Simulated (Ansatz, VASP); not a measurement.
# TiGa3 in VASP and in Ansatz

```
Ti Ga
1.0
    -1.89450    1.89450    4.36700
     1.89450   -1.89450    4.36700
     1.89450    1.89450   -4.36700
Ti Ga
1 3
Direct
  0.00000 0.00000 0.00000
  0.50000 0.50000 0.00000
  0.75000 0.25000 0.50000
  0.25000 0.75000 0.50000
```

Alike in both runs: task single point; functional PBEsol; k mesh 14 × 14 × 14; occupations fermi-dirac, width 0.05 eV; no spin polarisation.

```csv
,VASP,Ansatz
version,VASP 6.6.1,Ansatz 0.2.0
potentials or method,"VASP PAW PBE potentials, release 64 (Ti_sv, Ga_d), cutoff 520 eV","all-electron LAPW, scalar-relativistic"
```

|  | VASP | Ansatz | Ansatz less VASP |
| --- | --- | --- | --- |
| pressure (GPa) | -3.0 | -3.1 | -0.10 |
| traceless stress, the component that is largest in VASP (GPa) | 0.76 | 0.78 | +0.018 |

VASP's potentials were made for PBE, not for PBEsol. Ansatz ran all-electron here, and VASP with PAW potentials.
